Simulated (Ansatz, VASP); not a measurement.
**MgNi3C: VASP beside Ansatz**

INCAR

```
PREC = Accurate ; ENCUT = 600
EDIFF = 1E-6 ; ISMEAR = 0
SIGMA = 0.1 ; LREAL = F
LASPH = T ; NELM = 100
ALGO = Normal ; ISIF = 3
LWAVE = F ; LCHARG = F
IBRION = 2 ; NSW = 70
EDIFFG = -0.005
```

The input KPOINTS:

```
Automatic mesh
0
Gamma
  10 10 10
```

Contents of POSCAR:

```
MgNi3C
1.0
    3.8186365677      0.0000000000      0.0000000000
    0.0000000000      3.8186365677      0.0000000000
    0.0000000000      0.0000000000      3.8186365677
Mg Ni C
1 3 1
Direct
    0.0000000000      0.0000000000      0.0000000000
    0.0000000000      0.5000000000      0.5000000000
    0.5000000000      0.0000000000      0.5000000000
    0.5000000000      0.5000000000      0.0000000000
    0.5000000000      0.5000000000      0.5000000000
```

Input for Ansatz:

```yaml
crystal:
  lattice:
    - [3.8186365677, 0.0, 0.0]
    - [0.0, 3.8186365677, 0.0]
    - [0.0, 0.0, 3.8186365677]
  atoms:
    - { symbol: Mg, position: [0.0, 0.0, 0.0] }
    - { symbol: Ni, position: [0.0, 0.5, 0.5] }
    - { symbol: Ni, position: [0.5, 0.0, 0.5] }
    - { symbol: Ni, position: [0.5, 0.5, 0.0] }
    - { symbol: C, position: [0.5, 0.5, 0.5] }
basis:
  ecutwfc: 420
kpoints:
  mp_grid: { grid: [10, 10, 10] }
hamiltonian:
  xc: lda
scf:
  occupations: { method: gaussian, width: 0.1 }
output:
  forces: true
  stress: true
  eigenvalues: true
relax:
  adjacent_minimum: "off"
  f_tol: 0.005
  max_steps: 50
  cell: { stress_tol: 0.05 }
```

Alike in both runs: task relaxation of cell and atoms; functional LDA; k mesh 10 × 10 × 10; occupations gaussian, width 0.1 eV; no spin polarisation.

|  | VASP | Ansatz |
| --- | --- | --- |
| version | VASP 6.6.1 | Ansatz 0.2.0 |
| potentials or method | VASP PAW LDA potentials, release 64 (Mg, Ni, C), cutoff 600 eV | scalar-relativistic, plane waves, PAW |
| valence electrons in the cell | 36 | 68 |

|  | VASP | Ansatz | Ansatz less VASP |
| --- | --- | --- | --- |
| gap on the k mesh at the Fermi level, each at its own relaxed structure (eV) | none | none | - |
| relaxed volume (Å³/atom) | 10.39 | 10.40 | +0.008 |
| relaxed cell length with the largest relative difference (Å) | 3.732 | 3.733 | +0.0010 |

LDA's correlation is that of Perdew and Zunger in VASP and of Perdew and Wang (1992) in Ansatz. A gap of «none» marks a metal or a gap that the smearing closes. VASP's potentials hold 36 valence electrons a cell and Ansatz's 68, so a difference there can come from the potentials and not from the codes.
